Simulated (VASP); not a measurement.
The system is GaSb.

```xyz
2
Lattice="-1.5559 2.6750 2.8933 1.5559 -2.6750 2.8933 1.5559 2.6750 -2.8933" Properties=species:S:1:pos:R:3 pbc="T T T"
Ga    0.0000    0.0000    0.0000
Sb    0.0000    0.0000    2.8933
```

Base run:

* Program: VASP 6.6.1
* Functional: r2SCAN
* Potentials or basis: VASP PAW PBE potentials, release 64 (Ga_d, Sb)
* Cutoff: 520 eV
* k mesh: 8 × 8 × 8
* Occupations: fermi-dirac, width 0.05 eV
* Spin: no spin polarisation

Its results: band gap on the k mesh zero (band 9 reaches 8.45 eV, above the bottom of band 10 at 3.97 eV); pressure -1.9 GPa.

Q: After a change of settings the same cell gave: band gap on the k mesh zero (band 9 reaches 7.34 eV, above the bottom of band 10 at 3.45 eV); pressure -3.0 GPa. Which change was it?
A. k mesh from 8 × 8 × 8 to 5 × 5 × 5; further incar settings from ALGO = Normal; EDIFF = 1e-06; NBANDS = 16 to ALGO = Normal; EDIFF = 1e-07; NBANDS = 16
B. k mesh from 8 × 8 × 8 to 3 × 3 × 3
C. k mesh from 8 × 8 × 8 to 6 × 6 × 6

A: B.

Caveats: some runs use coarse meshes; the PAW data sets were made with another functional, which shifts forces and pressure a little; spin-orbit coupling is left out, which moves the levels of the heavy elements.
